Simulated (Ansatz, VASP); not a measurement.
# One calculation of Ni, two programs

```
CELL_PARAMETERS angstrom
2.48794 0.00000 0.00000
0.00000 2.48794 0.00000
0.00000 0.00000 20.27771
ATOMIC_POSITIONS crystal
Ni 0.50000 0.50000 0.37235
Ni 0.00000 0.00000 0.45591
Ni 0.50000 0.50000 0.54409
Ni 0.00000 0.00000 0.62765
```

Alike in both runs: functional PBE; k mesh 14 × 14 × 1; occupations gaussian, width 0.1 eV; collinear spin.

Ansatz relaxed the structure, and its values are those at the end. VASP's run is a single point on that final structure, the one shown.

```csv
,VASP,Ansatz
version,VASP 6.6.1,Ansatz 0.2.0
potentials or method,"VASP PAW PBE potentials, release 64 (Ni), cutoff 520 eV","scalar-relativistic, plane waves, PAW"
valence electrons in the cell,40,72
```

VASP gave:

- gap on the k mesh at the Fermi level (eV): none
- rms of the force components (eV/Å): 0.004
- net moment per atom (μB): 0.67
- size of the moment on the site where the two differ most (μB): 0.66

Task: Which values does Ansatz return?

Result: gap on the k mesh at the Fermi level (eV): none; rms of the force components (eV/Å): 0.000; net moment per atom (μB): 0.69; size of the moment on the site where the two differ most (μB): 0.70.

Site moments also hang on the region over which each program counts them. A gap of «none» marks a metal or a gap that the smearing closes. The functional is the same, so the differences come from potentials, cutoffs and numerics. VASP's potentials hold 40 valence electrons a cell and Ansatz's 72, so a difference there can come from the potentials and not from the codes. Ansatz's warnings: xc potential rough in thin density.
